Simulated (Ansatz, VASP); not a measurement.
**Two plane-wave programs on Pd**

The input INCAR:

```
SYSTEM = Pd
ALGO = Normal
EDIFF = 1E-7
ENCUT = 520
GGA = CA
ISIF = 2
ISMEAR = 1
ISPIN = 2
LASPH = .TRUE.
LCHARG = .FALSE.
LMAXMIX = 4
LORBIT = 11
LREAL = .FALSE.
LWAVE = .FALSE.
MAGMOM = 0.5
NBANDS = 15
NELM = 150
PREC = Accurate
SIGMA = 0.03
```

The input KPOINTS:

```
k-points
0
G
  14 14 14
  0 0 0
```

File POSCAR:

```
Pd
1.0
    0.0000000000      1.9202771092      1.9202771092
    1.9202771092      0.0000000000      1.9202771092
    1.9202771092      1.9202771092      0.0000000000
Pd
1
Direct
    0.0000000000      0.0000000000      0.0000000000
```

Input for Ansatz:

```yaml
crystal:
  lattice:
    - [0.0, 1.9202771092, 1.9202771092]
    - [1.9202771092, 0.0, 1.9202771092]
    - [1.9202771092, 1.9202771092, 0.0]
  atoms:
    - { symbol: Pd, position: [0.0, 0.0, 0.0], spin: 0.5 }
hamiltonian:
  xc: lda
  pseudopotentials:
    kind: paw
    azcp:
      Pd: "pseudopotentials/Pd.paw.azcp"
basis:
  ecutwfc: 420
  fft_grid_basis: typed
kpoints:
  mp_grid: { grid: [14, 14, 14], shift: [0, 0, 0] }
magnetization:
  spin_polarized: true
scf:
  occupations: { method: methfessel_paxton, width: 0.03 }
  lower_state_search: "off"
output:
  stress: true
```

Alike in both runs: task single point; functional LDA; k mesh 14 × 14 × 14; occupations methfessel-paxton of order 1, width 0.03 eV; collinear spin.

|  | VASP | Ansatz |
| --- | --- | --- |
| version | VASP 6.6.1 | Ansatz 0.2.0 |
| potentials or method | VASP PAW LDA potentials, release 64 (Pd), cutoff 520 eV | plane waves (420 eV) with PAW, scalar-relativistic |
| valence electrons in the cell | 10 | 18 |

Ansatz gave:

- pressure (GPa): 0.1
- net moment per atom (μB): 0.32
- size of the moment on the site where the two differ most (μB): 0.32

Task: Which values does VASP return?

Result: Pressure (GPa): 0.4; net moment per atom (μB): 0.32; size of the moment on the site where the two differ most (μB): 0.32.

Ansatz warns that its potentials were made for another functional, while VASP's fit it. LDA's correlation is that of Perdew and Zunger in VASP and of Perdew and Wang (1992) in Ansatz. Site moments also hang on the region over which each program counts them. VASP's potentials hold 10 valence electrons a cell and Ansatz's 18, so a difference there can come from the potentials and not from the codes. Ansatz's warnings: stability check not made.
